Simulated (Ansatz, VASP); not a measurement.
# CoO: VASP and Ansatz over several settings

```
CELL_PARAMETERS angstrom
0.00000 2.13150 2.13150
2.13150 0.00000 2.13150
2.13150 2.13150 0.00000
ATOMIC_POSITIONS crystal
Co 0.00000 0.00000 0.00000
O 0.50000 0.50000 0.50000
```

Single points on this cell with VASP 6.6.1 and Ansatz 0.2.0. Each row is one pair of runs. Alike in all rows: spin: collinear, ferromagnetic start; k mesh: 11 × 11 × 11; smearing: fermi-dirac, width 0.05 eV; VASP's potentials, cutoff: VASP PAW PBE potentials, release 64 (Co, O), 520 eV.

| level | Ansatz's potentials, cutoff | gap on the k mesh at the Fermi level (eV), VASP | gap on the k mesh at the Fermi level (eV), Ansatz | pressure (GPa), VASP | pressure (GPa), Ansatz | net moment per atom (μB), VASP | net moment per atom (μB), Ansatz |
| --- | --- | --- | --- | --- | --- | --- | --- |
| PBE | Ansatz PAW, 420 eV | none | none | -2.4 | -1.8 | 1.45 | 1.46 |
| PBE | PseudoDojo standard (PBE files) with Ansatz NC, 1306 eV | none | none | -2.4 | -1.6 | 1.45 | 1.49 |
| PBEsol | Ansatz PAW, 420 eV | none | none | -11.3 | -10.8 | 1.47 | 1.48 |

Pressure (GPa): the two programs differ by at most 0.82; net moment per atom (μB): the two programs differ by at most 0.044.

VASP's potentials hold 15 valence electrons a cell and Ansatz's 23, so a difference there can come from the potentials and not from the codes.

A gap of «none» marks a metal or a gap that the smearing closes.
